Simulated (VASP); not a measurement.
A run of VASP 6.6.1 is set up as follows.

File INCAR:

```
SYSTEM = AlN
PREC = Accurate
ENCUT = 520
EDIFF = 1E-6
ISMEAR = 0
SIGMA = 0.01
LREAL = .False.
LASPH = .True.
NELM = 60
ALGO = Normal
ISIF = 2
LWAVE = .False.
LCHARG = .False.
GGA = PE
NBANDS = 16
```

The input KPOINTS:

```
Automatic mesh
0
Gamma
  6 6 4
  0 0 0
```

The input POSCAR:

```
AlN
1.0
    2.7848293748      0.0000000000      0.0000000000
   -1.3924146874      2.4117329838      0.0000000000
    0.0000000000      0.0000000000      4.7589439508
Al N
2 2
Direct
    0.0000000000      0.0000000000      0.0000000000
    0.0000000000      0.0000000000      0.5000000000
    0.3333333333      0.6666666667      0.2500000000
    0.6666666667      0.3333333333      0.7500000000
```

Potentials or basis: VASP PAW PBE potentials, release 64 (Al, N).

Run with:

```console
$ cat potpaw_PBE.64/Al/POTCAR potpaw_PBE.64/N/POTCAR > POTCAR
$ mpirun -np 1 vasp_std > vasp.out
```

(1) Predict the pressure.

(2) Predict the band gap on the k mesh.

Answers

(1) 21.0 GPa.

(2) 5.37 eV, indirect (least direct gap 5.92 eV).

Caveat: the k points lie up to 0.43 Å⁻¹ apart.
